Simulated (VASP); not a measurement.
Here is a VASP 6.6.1 calculation.

Contents of INCAR:

```
SYSTEM = In
PREC = Accurate
ENCUT = 520
EDIFF = 1E-8
ISMEAR = -1
SIGMA = 0.05
LREAL = .False.
LASPH = .True.
NELM = 100
ALGO = Normal
ISIF = 2
LWAVE = .False.
LCHARG = .False.
GGA = PE
LEFG = .True.
NBANDS = 26
```

The input KPOINTS:

```
Automatic mesh
0
Gamma
  14 14 14
  0 0 0
```

The input POSCAR:

```
In
1.0
    1.7197259211      0.9928842235      8.2074632500
   -1.7197259211      0.9928842235      8.2074632500
    0.0000000000     -1.9857684470      8.2074632500
In
3
Direct
    0.0000000000      0.0000000000      0.0000000000
    0.7780122400      0.7780122400      0.7780122400
    0.2219877600      0.2219877600      0.2219877600
```

Potentials or basis: VASP PAW PBE potentials, release 64 (In_d).

The run is started by

```console
$ cat potpaw_PBE.64/In_d/POTCAR > POTCAR
$ mpirun -np 1 vasp_std > vasp.out
```

Question: What does it give for the band gap on the k mesh?

Answer: Zero (an odd number of electrons rules out a gap without spin polarisation).

Question: Estimate the pressure.

Answer: -0.5 GPa.

Question: What does it give for the largest force?

Answer: 0.005 eV/Å.

Stress tensor (GPa, compression positive):
```
-0.68  0.00  0.00
 0.00 -0.68  0.00
 0.00  0.00 -0.12
```

Caveat: the cell differs from its parent crystal (equal xx and yy strain of +3 %); without QUAD_EFG the Cq values of the log hold for a quadrupole moment of 1 mb, not for the nuclei; spin-orbit coupling is left out, which moves the levels of the heavy elements.
